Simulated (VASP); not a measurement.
Wanted: the native input for a VASP 6.6.1 run.

```yaml
Task: single point
Functional: HSE06
Potentials_or_basis: VASP PAW PBE potentials, release 64 (Rb_sv, Br)
Cutoff: 520 eV
k_mesh: 4 × 4 × 4
Occupations: methfessel-paxton, width 0.5 eV
Spin: no spin polarisation
Dipole_correction: no
Grid_for_exact_exchange_PRECFOCK: Normal
Further_INCAR_settings: ALGO = Normal; EDIFF = 1e-06; NBANDS = 15
Share_of_exact_exchange: 0.25
Screening_parameter: 0.2079 1/Å
```

Crystal: RbBr.

```
CELL_PARAMETERS angstrom
0.00000 3.46083 3.46083
3.46083 0.00000 3.46083
3.46083 3.46083 0.00000
ATOMIC_POSITIONS crystal
Rb 0.00000 0.00000 0.00000
Br 0.50000 0.50000 0.50000
```

The input as run:

POSCAR

```
RbBr
1.0
    0.0000000000      3.4608320474      3.4608320474
    3.4608320474      0.0000000000      3.4608320474
    3.4608320474      3.4608320474      0.0000000000
Rb Br
1 1
Direct
    0.0000000000      0.0000000000      0.0000000000
    0.5000000000      0.5000000000      0.5000000000
```

INCAR.step1

```
SYSTEM = RbBr
ALGO     = Normal         ! electronic algorithm
EDIFF    = 1E-5           ! SCF threshold, eV
ENCUT    = 520            ! plane-wave cutoff, eV
GGA      = PE             ! functional
ISIF     = 2              ! what is computed and relaxed
ISMEAR   = 1              ! smearing method
LASPH    = .True.         ! aspherical terms in the spheres
LCHARG   = .False.        ! write CHGCAR
LREAL    = .False.        ! projectors in reciprocal space
LWAVE    = .True.         ! write WAVECAR
NBANDS   = 15             ! bands
NELM     = 80             ! most SCF steps
PREC     = Accurate       ! precision mode
SIGMA    = 0.5            ! smearing width, eV
```

INCAR.step2

```
SYSTEM = RbBr
ALGO     = Normal         ! electronic algorithm
EDIFF    = 1E-6           ! SCF threshold, eV
ENCUT    = 520            ! plane-wave cutoff, eV
GGA      = PE             ! functional
HFSCREEN = 0.2079         ! screening, 1/A
ISIF     = 2              ! what is computed and relaxed
ISMEAR   = 1              ! smearing method
ISTART   = 1            
LASPH    = .True.         ! aspherical terms in the spheres
LCHARG   = .False.        ! write CHGCAR
LHFCALC  = .True.         ! exact exchange
LREAL    = .False.        ! projectors in reciprocal space
LWAVE    = .False.        ! write WAVECAR
NBANDS   = 15             ! bands
NELM     = 80             ! most SCF steps
PREC     = Accurate       ! precision mode
PRECFOCK = Normal       
SIGMA    = 0.5            ! smearing width, eV
```

KPOINTS

```
k-points
0
Gamma
  4 4 4
  0 0 0
```

Potentials or basis: VASP PAW PBE potentials, release 64 (Rb_sv, Br).

Run with:

```sh
$ cat potpaw_PBE.64/Rb_sv/POTCAR potpaw_PBE.64/Br/POTCAR > POTCAR
$ cp INCAR.step1 INCAR
$ mpirun -np 1 vasp_std > vasp.out
$ cp INCAR.step2 INCAR
$ mpirun -np 1 vasp_std > vasp.out
```

Results of the run:

```json
{
 "Pressure": "0.2 GPa",
 "Band gap on the k mesh": "5.43 eV"
}
```

Caveat: the PAW data sets were made with another functional, which shifts forces and pressure a little.

It took 14 min on 1 thread of AMD EPYC 7R43 64-Core Processor (Zen 3) (shared host), peak memory 0.28 GiB.
